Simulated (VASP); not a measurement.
Set up this calculation in VASP 6.6.1, as the native input.

```yaml
Task: single point
Functional: PBE
Potentials_or_basis: VASP PAW PBE potentials, release 64 (Cu, Ni, Be)
Cutoff: 400 eV
k_mesh: 1 × 1 × 1, shifted
Occupations: fermi-dirac, width 0.131 eV
Spin: no spin polarisation
Dipole_correction: no
Further_INCAR_settings: LREAL = Auto; ALGO = Normal; EDIFF = 1e-06; NBANDS = 92; ISYM = -1
```

The structure of Be2Cu11Ni3 lies in POSCAR:

```
Be2Cu11Ni3
1.0
    5.6151810000     -0.1125830000     -0.0418010000
   -0.1125830000      5.6341360000     -0.0260090000
   -0.0418010000     -0.0260090000      5.8223430000
Cu Ni Be
11 3 2
Direct
    0.8658894678      0.0332560015      0.7266100608
    0.1113701630      0.7844217840     -0.0564564110
    0.3594289983     -0.0115558010      0.2194413721
    0.6204836739      0.2949584232      0.9662408092
    0.4313563054      0.0122845309      0.7276070189
    0.9028400347      0.5466006895      0.1809828369
    0.6217787563      0.7560027697      0.9961053222
    0.6432594864      0.2921167937      0.4330293759
    0.6180223152      0.7786729938      0.4632142862
    0.3514686501      0.5144795360      0.2003644992
    0.1368442343      0.2814444341      0.4880573532
    0.3813171452      0.5236065430      0.7200448205
    0.9069126508      0.0914164938      0.1421435507
    0.0969081550      0.8200843784      0.4659044361
    0.8855637987      0.5023224008      0.7534043178
    0.1499748634      0.2657629376     -0.0399125700
```

These files were run (other wordings do the same):

INCAR

```
ALGO = Normal
EDIFF = 1E-6
ENCUT = 400
GGA = PE
GGA_COMPAT = F
ISIF = 2
ISMEAR = -1
ISYM = -1
LASPH = T
LCHARG = F
LREAL = Auto
LWAVE = F
NBANDS = 92
NELM = 120
PREC = Accurate
SIGMA = 0.131
```

KPOINTS

```
explicit points
1
Reciprocal
  0.25000000   0.25000000   0.25000000 1
```

Potentials or basis: VASP PAW PBE potentials, release 64 (Cu, Ni, Be).

The run is started by

```console
$ cat potpaw_PBE.64/Cu/POTCAR potpaw_PBE.64/Ni/POTCAR potpaw_PBE.64/Be/POTCAR > POTCAR
$ mpirun -np 1 vasp_std > vasp.out
```

It gave:

- Pressure: 2.1 GPa
- Largest force: 2.373 eV/Å
- Band gap on the k mesh: zero (an odd number of electrons rules out a gap without spin polarisation)

Caveat: the atoms stand as in a frame of molecular dynamics.

It took 40 s on 1 thread of Intel(R) Xeon(R) Platinum 8488C (Sapphire Rapids) (shared host), peak memory 0.24 GiB.
